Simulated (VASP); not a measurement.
# Rb2PtAuC6N6 (Fm-3m) in VASP: notebook, part 2 of 2

VASP 6.6.1. Earlier steps stand in the parts before.

**3. Single point, PBE**

This run uses another cell than the first one, of 23.87 Å³/atom.

The input, INCAR:

```
  PREC = Accurate
  ENCUT = 520
  EDIFF = 1E-7
  ISMEAR = 0
  SIGMA = 0.1
  LREAL = Auto
  LASPH = True
  NELM = 80
  ALGO = Normal
  ISIF = 2
  LWAVE = False
  LCHARG = False
  GGA = PE
  NBANDS = 60
```

The input, KPOINTS:

```
Automatic mesh
0
Gamma
  4 4 4
```

The input, POSCAR:

```
Rb2PtAuC6N6
1.0
    0.0000000000      5.7587499281      5.7587499281
    5.7587499281      0.0000000000      5.7587499281
    5.7587499281      5.7587499281      0.0000000000
Rb Pt C Au N
2 1 6 1 6
Direct
    0.2500000000      0.2500000000      0.2500000000
    0.7500000000      0.7500000000      0.7500000000
    0.0000000000      0.0000000000      0.0000000000
    0.8179246833      0.1820753167      0.1820753167
    0.1820753167      0.8179246833      0.1820753167
    0.1820753167      0.1820753167      0.8179246833
    0.1820753167      0.8179246833      0.8179246833
    0.8179246833      0.1820753167      0.8179246833
    0.8179246833      0.8179246833      0.1820753167
    0.5000000000      0.5000000000      0.5000000000
    0.7161500464      0.2838499536      0.2838499536
    0.2838499536      0.7161500464      0.2838499536
    0.2838499536      0.2838499536      0.7161500464
    0.2838499536      0.7161500464      0.7161500464
    0.7161500464      0.2838499536      0.7161500464
    0.7161500464      0.7161500464      0.2838499536
```

Potentials or basis: VASP PAW PBE potentials, release 64 (Rb_sv, Pt, C, Au, N).

The run is started by

```console
$ cat potpaw_PBE.64/Rb_sv/POTCAR potpaw_PBE.64/Pt/POTCAR potpaw_PBE.64/C/POTCAR potpaw_PBE.64/Au/POTCAR potpaw_PBE.64/N/POTCAR > POTCAR
$ mpirun -np 1 vasp_std > vasp.out
```

OUTCAR:

```text
PREC = Accurate
   ENCUT = 520
   EDIFF = 1E-7
   ISMEAR = 0
   LREAL = Auto
   LASPH = True
   NELM = 80
   ISIF = 2
   GGA = PE

 ion  position               nearest neighbor table
   1  0.250  0.250  0.250-   2 5.76   2 5.76   2 5.76   2 5.76   2 5.76   2 5.76
   2  0.750  0.750  0.750-   1 5.76   1 5.76   1 5.76   1 5.76   1 5.76   1 5.76
   3  0.000  0.000  0.000-   4 2.10   5 2.10   6 2.10   7 2.10   8 2.10   9 2.10
   4  0.818  0.182  0.182-  11 1.17   3 2.10
   5  0.182  0.818  0.182-  12 1.17   3 2.10
   6  0.182  0.182  0.818-  13 1.17   3 2.10
   7  0.182  0.818  0.818-  14 1.17   3 2.10
   8  0.818  0.182  0.818-  15 1.17   3 2.10
   9  0.818  0.818  0.182-  16 1.17   3 2.10
  10  0.500  0.500  0.500-  11 2.49  12 2.49  13 2.49  14 2.49  15 2.49  16 2.49
  11  0.716  0.284  0.284-   4 1.17  10 2.49
  12  0.284  0.716  0.284-   5 1.17  10 2.49
  13  0.284  0.284  0.716-   6 1.17  10 2.49
  14  0.284  0.716  0.716-   7 1.17  10 2.49
  15  0.716  0.284  0.716-   8 1.17  10 2.49
  16  0.716  0.716  0.284-   9 1.17  10 2.49

  LATTYP: Found a face centered cubic cell.
 ALAT       =    11.5174998562

  Lattice vectors:

 A1 = (   0.0000000000,   5.7587499281,   5.7587499281)
 A2 = (   5.7587499281,   0.0000000000,   5.7587499281)
 A3 = (   5.7587499281,   5.7587499281,   0.0000000000)

Analysis of symmetry for initial positions (statically):
=====================================================================
 Subroutine PRICEL returns:
 Original cell was already a primitive cell.

 Routine SETGRP: Setting up the symmetry group for a
 face centered cubic supercell.

 Subroutine GETGRP returns: Found 48 space group operations
 (whereof 48 operations were pure point group operations)
 out of a pool of 48 trial point group operations.

The static configuration has the point symmetry O_h .

Analysis of symmetry for dynamics (positions and initial velocities):
=====================================================================
 Subroutine PRICEL returns:
 Original cell was already a primitive cell.

 Routine SETGRP: Setting up the symmetry group for a
 face centered cubic supercell.

 Subroutine GETGRP returns: Found 48 space group operations
 (whereof 48 operations were pure point group operations)
 out of a pool of 48 trial point group operations.

The dynamic configuration has the point symmetry O_h .

 Subroutine INISYM returns: Found 48 space group operations
 (whereof 48 operations are pure point group operations),
 and found     1 'primitive' translations

----------------------------------------------------------------------------------------

                                     Primitive cell

  volume of cell :     381.9572

  direct lattice vectors                    reciprocal lattice vectors
     0.000000000  5.758749928  5.758749928    -0.086824399  0.086824399  0.086824399
     5.758749928  0.000000000  5.758749928     0.086824399 -0.086824399  0.086824399
     5.758749928  5.758749928  0.000000000     0.086824399  0.086824399 -0.086824399

  length of vectors
     8.144102251  8.144102251  8.144102251     0.150384270  0.150384270  0.150384270

  position of ions in fractional coordinates (direct lattice)
     0.250000000  0.250000000  0.250000000
     0.750000000  0.750000000  0.750000000
[... 67 lines left out ...]
 -0.250000  0.250000  0.000000     12.000000
  0.500000  0.500000  0.000000      3.000000
 -0.250000  0.500000  0.250000      6.000000
   k-points           NKPTS =      8   k-points in BZ     NKDIM =      8   number of bands    NBANDS=     60
   number of dos      NEDOS =    301   number of ions     NIONS =     16
   total plane-waves  NPLWV = 262144
   dimension x,y,z NGX =    64 NGY =   64 NGZ =   64
   dimension x,y,z NGXF=   128 NGYF=  128 NGZF=  128
   ions per type =               2   1   6   1   6
   NGX,Y,Z   is equivalent  to a cutoff of  13.06, 13.06, 13.06 a.u.
   NGXF,Y,Z  is equivalent  to a cutoff of  26.13, 26.13, 26.13 a.u.
 SYSTEM =  unknown system
   PREC   = accura    normal or accurate (medium, high low for compatibility)
   ISTART =      0    job   : 0-new  1-cont  2-samecut
   ICHARG =      2    charge: 1-file 2-atom 10-const
   ISPIN  =      1    spin polarized calculation?
   LNONCOLLINEAR =      F non collinear calculations
   LSORBIT =      F    spin-orbit coupling
   LASPH  =      T    aspherical Exc in radial PAW
   ENCUT  =  520.0 eV  38.22 Ry    6.18 a.u.  15.14 15.14 15.14*2*pi/ulx,y,z
   NELM   =     80;   NELMIN=  2; NELMDL= -5     # of ELM steps
   EDIFF  = 0.1E-06   stopping-criterion for ELM
   LREAL  =      T    real-space projection
   EDIFFG = 0.1E-05   stopping-criterion for IOM
   NSW    =      0    number of steps for IOM
   IBRION =     -1    ionic relax: 0-MD 1-quasi-New 2-CG
   NFREE  =      0    steps in history (QN), initial steepest desc. (CG)
   ISIF   =      2    stress and relaxation
   ISYM   =      2    0-nonsym 1-usesym 2-fastsym
   POTIM  = 0.5000    time-step for ionic-motion
   TEBEG  =    0.0;   TEEND  =   0.0 temperature during run
   PSTRESS=    0.0 pullay stress
   NELECT =      93.0000    total number of electrons
   NUPDOWN=      -1.0000    fix difference up-down
   EMIN   =  10.00;   EMAX   =-10.00  energy-range for DOS
   EFERMI =   0.00;   METHOD = LEGACY
   ISMEAR =     0;   SIGMA  =   0.10  broadening in eV -4-tet -1-fermi 0-gaus
   EFERMI_NEDOS =   21; number of points for ismear=-14 and -15
   IALGO  =     38    algorithm
   IMIX   =      4    mixing-type and parameters
     AMIX     =   0.40;   BMIX     =  1.00
     AMIX_MAG =   1.60;   BMIX_MAG =  1.00
  volume/ion in A,a.u.               =      23.87       161.10
  Fermi-wavevector in a.u.,A,eV,Ry     =   1.022267  1.931804 14.218489  1.045029
  Thomas-Fermi vector in A             =   2.155937
   LORBIT       =      0    0 simple, 1 ext, 2 COOP (PROOUT), +10 PAW based schemes
   GGA     = PE    functional components
   LHFCALC =     F    Hartree Fock is set to
   AEXX    =    0.0000 exact exchange contribution
   IVDW    =     0    specifies the selected vdW correction
   LEPSILON=     F    determine dielectric tensor
   LRPA    =     F    only Hartree local field effects (RPA)
 non-spin polarized calculation
 Gauss-broadening in eV      SIGMA  =   0.10
  energy-cutoff  :      520.00
  volume of cell :      381.96
 maximum number of plane-waves:     10326
 NGX is ok and might be reduce to    64
   NGX = 31   NGY = 31   NGZ = 31

 number of electron      93.0000005 magnetization

 Free energy of the ion-electron system (eV)
  ---------------------------------------------------
  ext. energy  EPLUGINS =         0.00000000
  ---------------------------------------------------
  free energy    TOTEN  =      -111.02224845 eV

  energy without entropy =     -110.98970376  energy(sigma->0) =     -111.00597610

 E-fermi :   2.4923     XC(G=0):  -7.1227

 val. band max:        2.4324287097   @ k =   0.5000   0.2500   0.0000
 cond. band min:       2.5074159903   @ k =   0.2500   0.2500   0.0000
 fundamental gap:      0.0749872806
 Fermi energy:         2.4922799942

 k-point     1 :       0.0000    0.0000    0.0000
  band No.  band energies     occupation
      1     -27.5335      2.00000
      2     -27.5330      2.00000
      3     -17.7188      2.00000
      4     -17.6165      2.00000
      5     -17.6165      2.00000
      6     -17.6165      2.00000
[... 477 lines left out ...]
     57       4.5326      0.00000
     58       4.5426      0.00000
 [bands above 58 left out]

------------------------ aborting loop because EDIFF is reached ----------------------------------------

  FORCE on cell =-STRESS in cart. coord.  units (eV):
  Direction    XX          YY          ZZ          XY          YZ          ZX
  --------------------------------------------------------------------------------------
  -------------------------------------------------------------------------------------
  Total        0.9097123      0.9097123      0.9097123     -0.0000000     -0.0000000      0.0000000
  in kB        3.8159264      3.8159264      3.8159264     -0.0000000     -0.0000000      0.0000000
  external PRESSURE =       3.8159264 kB  Pullay stress =       0.0000000 kB

 VOLUME and BASIS-vectors are now :
 -----------------------------------------------------------------------------
  energy-cutoff  :      520.00
  volume of cell :      381.96
      direct lattice vectors                 reciprocal lattice vectors
     0.000000000  5.758749928  5.758749928    -0.086824399  0.086824399  0.086824399
     5.758749928  0.000000000  5.758749928     0.086824399 -0.086824399  0.086824399
     5.758749928  5.758749928  0.000000000     0.086824399  0.086824399 -0.086824399

 POSITION                                       TOTAL-FORCE (eV/Angst)
 -----------------------------------------------------------------------------------
      2.87937      2.87937      2.87937        -0.000000     -0.000000     -0.000000
      8.63812      8.63812      8.63812        -0.000000      0.000000      0.000000
      0.00000      0.00000      0.00000        -0.000000     -0.000000      0.000000
      2.09705      5.75875      5.75875        -0.418148      0.000000      0.000000
      5.75875      2.09705      5.75875        -0.000000     -0.418148      0.000000
      5.75875      5.75875      2.09705        -0.000000      0.000000     -0.418148
[... 8 lines left out ...]
      5.75875      8.24826      5.75875        -0.000000     -0.375414      0.000000
      5.75875      5.75875      8.24826        -0.000000      0.000000     -0.375414
 -----------------------------------------------------------------------------------
    total drift:                               -0.000000     -0.000000      0.000000

  FREE ENERGIE OF THE ION-ELECTRON SYSTEM (eV)
  ---------------------------------------------------
  free  energy   TOTEN  =      -111.0222484503 eV

  energy  without entropy=     -110.9897037553  energy(sigma->0) =     -111.00597610
```

Wall time 4.8 min (1 thread of Intel Xeon 6975P-C (Granite Rapids), shared host); peak memory 0.64 GiB.

What came out:

| Quantity | Value |
| --- | --- |
| Free energy | -111.0222 eV |
| Pressure | 0.4 GPa |
| Largest force | 0.418 eV/Å |
| Band gap on the k mesh | zero (an odd number of electrons rules out a gap without spin polarisation) |

Forces in eV/Å, atoms in the order of the input:
```
Rb   0.000  0.000  0.000
Rb   0.000  0.000  0.000
Pt   0.000  0.000  0.000
C   -0.418  0.000  0.000
C    0.000 -0.418  0.000
C    0.000  0.000 -0.418
C    0.418  0.000  0.000
C    0.000  0.418  0.000
C    0.000  0.000  0.418
Au   0.000  0.000  0.000
N    0.375  0.000  0.000
N    0.000  0.375  0.000
N    0.000  0.000  0.375
N   -0.375  0.000  0.000
N    0.000 -0.375  0.000
N    0.000  0.000 -0.375
```

Caveat: spin-orbit coupling is left out, which moves the levels of the heavy elements.

**4. Relaxation of cell and atoms, PBE**

The input, INCAR:

```
PREC = Accurate ; ENCUT = 600
EDIFF = 1E-6 ; ISMEAR = 0
SIGMA = 0.1 ; LREAL = Auto
LASPH = T ; NELM = 60
ALGO = Normal ; ISIF = 3
LWAVE = F ; LCHARG = F
GGA = PE ; IBRION = 2
NSW = 90 ; EDIFFG = -0.04
```

KPOINTS is that of step 3.

The input, POSCAR:

```
Rb2PtAuC6N6
1.0
    0.0000000000      5.0945000000      5.0945000000
    5.0945000000      0.0000000000      5.0945000000
    5.0945000000      5.0945000000      0.0000000000
Rb Pt C Au N
2 1 6 1 6
Direct
    0.2500000000      0.2500000000      0.2500000000
    0.7500000000      0.7500000000      0.7500000000
    0.0000000000      0.0000000000      0.0000000000
    0.8118559200      0.1881440800      0.1881440800
    0.1881440800      0.8118559200      0.1881440800
    0.1881440800      0.1881440800      0.8118559200
    0.1881440800      0.8118559200      0.8118559200
    0.8118559200      0.1881440800      0.8118559200
    0.8118559200      0.8118559200      0.1881440800
    0.5000000000      0.5000000000      0.5000000000
    0.6970262000      0.3029738000      0.3029738000
    0.3029738000      0.6970262000      0.3029738000
    0.3029738000      0.3029738000      0.6970262000
    0.3029738000      0.6970262000      0.6970262000
    0.6970262000      0.3029738000      0.6970262000
    0.6970262000      0.6970262000      0.3029738000
```

The run is started by

```console
$ cat potpaw_PBE.64/Rb_sv/POTCAR potpaw_PBE.64/Pt/POTCAR potpaw_PBE.64/C/POTCAR potpaw_PBE.64/Au/POTCAR potpaw_PBE.64/N/POTCAR > POTCAR
$ mpirun -np 1 vasp_std > vasp.out
```

Wall time 27 min (1 thread of Intel Xeon 6975P-C (Granite Rapids), shared host); peak memory 0.61 GiB.

Results (log left out):

```yaml
Free_energy: -110.9482 eV
Relaxed_volume: 23.65 Å³/atom
Relaxed_cell: a = 8.119 Å, b = 8.119 Å, c = 8.119 Å, α = 60.00°, β = 60.00°, γ = 60.00°
Space_group_after_relaxing_to_0.1_Å: Fm-3m (No. 225)
Energy_gained_by_relaxing: 466.8 meV/atom
Ionic_steps: 15
Pressure_after_relaxing: 0.2 GPa
Largest_force_after_relaxing: 0.014 eV/Å
Band_gap_on_the_k_mesh: zero (an odd number of electrons rules out a gap without spin polarisation)
```

Forces in eV/Å, atoms in the order of the input:
```
Rb   0.000  0.000  0.000
Rb   0.000  0.000  0.000
Pt   0.000  0.000  0.000
C   -0.003  0.000  0.000
C    0.000 -0.003  0.000
C    0.000  0.000 -0.003
C    0.003  0.000  0.000
C    0.000  0.003  0.000
C    0.000  0.000  0.003
Au   0.000  0.000  0.000
N   -0.014  0.000  0.000
N    0.000 -0.014  0.000
N    0.000  0.000 -0.014
N    0.014  0.000  0.000
N    0.000  0.014  0.000
N    0.000  0.000  0.014
```

Step by step:
| step | energy change (eV) | largest force (eV/Å) | pressure (GPa) | volume (Å³) |
| --- | --- | --- | --- | --- |
| 1 | 0.0000 | 2.9475 | 25.87 | 264.44 |
| 2 | -5.2483 | 10.3426 | 6.54 | 380.29 |
| 3 | -6.0251 | 6.8600 | 8.99 | 342.17 |
| 4 | -2.9355 | 8.9920 | -11.34 | 414.95 |
| 5 | -7.1651 | 1.3670 | -0.42 | 363.87 |
| 6 | -7.1724 | 1.0027 | 0.09 | 362.37 |
| 7 | -7.1727 | 0.9005 | 0.23 | 361.96 |
| 8 | -7.2256 | 0.7593 | -0.08 | 365.85 |
| 9 | -7.3118 | 0.4697 | -0.86 | 377.71 |
| 10 | -7.3186 | 0.5706 | -1.08 | 381.69 |
| 11 | -7.3829 | 0.4959 | -1.10 | 381.09 |
| 12 | -7.4347 | 0.9913 | -1.05 | 379.96 |
| 13 | -7.4566 | 0.5972 | -0.55 | 379.32 |
| 14 | -7.4683 | 0.0491 | 0.13 | 378.44 |
| 15 | -7.4683 | 0.0143 | 0.17 | 378.39 |

Final structure:
```
CELL_PARAMETERS angstrom
0.00000 5.74075 5.74075
5.74075 0.00000 5.74075
5.74075 5.74075 0.00000
ATOMIC_POSITIONS crystal
Rb 0.25000 0.25000 0.25000
Rb 0.75000 0.75000 0.75000
Pt 0.00000 0.00000 0.00000
C 0.81774 0.18226 0.18226
C 0.18226 0.81774 0.18226
C 0.18226 0.18226 0.81774
C 0.18226 0.81774 0.81774
C 0.81774 0.18226 0.81774
C 0.81774 0.81774 0.18226
Au 0.50000 0.50000 0.50000
N 0.71534 0.28466 0.28466
N 0.28466 0.71534 0.28466
N 0.28466 0.28466 0.71534
N 0.28466 0.71534 0.71534
N 0.71534 0.28466 0.71534
N 0.71534 0.71534 0.28466
```

Levels at points of the mesh, in eV from the Fermi level:
```
           k point  band 44  band 45  band 46  band 47  band 48  band 49
(0.00, 0.00, 0.00)    -3.48    -2.22    -2.22     0.14     0.26     0.26
(0.50, 0.00, 0.00)    -3.55    -2.00    -2.00     0.11     0.11     1.09
(0.50, 0.50, 0.00)    -3.48    -2.22    -2.09    -0.21     0.36     1.17
```

Caveat: the volume moved by over 15 % at a fixed basis, so the end points are rough; spin-orbit coupling is left out, which moves the levels of the heavy elements.

**5. Single point, PBE, collinear spin**

The input, INCAR:

```
PREC     = Accurate       # precision mode
ENCUT    = 520            # plane-wave cutoff, eV
EDIFF    = 1E-7           # SCF threshold, eV
ISMEAR   = 0              # smearing method
SIGMA    = 0.1            # smearing width, eV
LREAL    = Auto         
LASPH    = T              # aspherical terms in the spheres
NELM     = 150            # most SCF steps
ALGO     = Normal         # electronic algorithm
ISIF     = 2              # what is computed and relaxed
LWAVE    = F              # write WAVECAR
LCHARG   = F              # write CHGCAR
ISPIN    = 2              # spin polarisation
MAGMOM   = 0 0 1 0 0 0 0 0 0 1 0 0 0 0 0 0 # initial moments
LORBIT   = 11             # projections on sites
LMAXMIX  = 4              # l up to which the mixer works
GGA      = PE             # functional
NBANDS   = 64             # bands
```

The input, KPOINTS:

```
regular mesh
0
Gamma
  4 4 4
```

POSCAR is that of step 4.

The run is started by

```console
$ cat potpaw_PBE.64/Rb_sv/POTCAR potpaw_PBE.64/Pt/POTCAR potpaw_PBE.64/C/POTCAR potpaw_PBE.64/Au/POTCAR potpaw_PBE.64/N/POTCAR > POTCAR
$ mpirun -np 1 vasp_std > vasp.out
```

Wall time 6.9 min (1 thread of Intel Xeon 6975P-C (Granite Rapids), shared host); peak memory 0.61 GiB.

Results (log left out):

| Item | Value |
| --- | --- |
| Free energy | -103.4613 eV |
| Pressure | 26.0 GPa |
| Largest force | 2.926 eV/Å |
| Net moment | 0.00 μB per cell |
| Valence electrons inside the program's atomic spheres | Rb 7.30; Pt 10.66; C 2.67; Au 10.20; N 3.91 |

Forces in eV/Å, atoms in the order of the input:
```
Rb   0.000  0.000  0.000
Rb   0.000  0.000  0.000
Pt   0.000  0.000  0.000
C    0.933  0.000  0.000
C    0.000  0.933  0.000
C    0.000  0.000  0.933
C   -0.933  0.000  0.000
C    0.000 -0.933  0.000
C    0.000  0.000 -0.933
Au   0.000  0.000  0.000
N   -2.926  0.000  0.000
N    0.000 -2.926  0.000
N    0.000  0.000 -2.926
N    2.926  0.000  0.000
N    0.000  2.926  0.000
N    0.000  0.000  2.926
```

Levels at points of the mesh, in eV from the Fermi level:
Spin up:
```csv
k point,band 43,band 44,band 45,band 46,band 47,band 48,band 49,band 50
"(0.00, 0.00, 0.00)",-5.00,-5.00,-1.18,-1.18,-0.45,-0.20,-0.20,-0.20
"(0.50, 0.00, 0.00)",-5.38,-5.35,-0.60,-0.60,0.39,0.39,0.43,0.46
"(0.50, 0.50, 0.00)",-5.09,-5.06,-1.18,-0.78,-0.16,0.23,0.23,0.39
```
Spin down:
| k point | band 43 | band 44 | band 45 | band 46 | band 47 | band 48 | band 49 | band 50 |
| --- | --- | --- | --- | --- | --- | --- | --- | --- |
| (0.00, 0.00, 0.00) | -5.00 | -5.00 | -1.18 | -1.18 | -0.45 | -0.20 | -0.20 | -0.20 |
| (0.50, 0.00, 0.00) | -5.38 | -5.35 | -0.60 | -0.60 | 0.39 | 0.39 | 0.43 | 0.46 |
| (0.50, 0.50, 0.00) | -5.09 | -5.06 | -1.18 | -0.78 | -0.16 | 0.23 | 0.23 | 0.39 |

Caveat: the cell stands under pressure; spin-orbit coupling is left out, which moves the levels of the heavy elements; forces of over 1 eV/Å act on the atoms, so gaps and moduli don't describe the material at rest.

**6. Summary**

```tsv
task	spin	cell	cutoff (eV)	gap on the mesh (eV)	pressure (GPa)	largest force (eV/Å)
single point	off	a = 7.205 Å, angles 60.0°, 16 atoms, atomic positions A	520	none	26.0	2.93
single point	off	a = 8.144 Å, angles 60.0°, 16 atoms, atomic positions B	520	none	0.4	0.42
relaxation of cell and atoms	off	relaxed from a = 7.205 Å, angles 60.0°, 16 atoms, atomic positions A	600	none	0.2	0.01
single point	collinear	a = 7.205 Å, angles 60.0°, 16 atoms, atomic positions A	520	none	26.0	2.93
```

Alike in all rows: level PBE; potentials or basis VASP PAW PBE potentials, release 64 (Rb_sv, Pt, C, Au, N); k mesh 4 × 4 × 4; smearing gaussian 0.1 eV.

Caveats: spin-orbit coupling is left out, which moves the levels of the heavy elements; the cell stands under pressure (at least some runs); forces of over 1 eV/Å act on the atoms, so gaps and moduli don't describe the material at rest (at least some runs); the volume moved by over 15 % at a fixed basis, so the end points are rough (at least some runs).

Total energies depend on the potentials used, so only differences within one code and one set of settings carry meaning.

The gap in the log of VASP goes by the Fermi energy; the results here count the filled bands.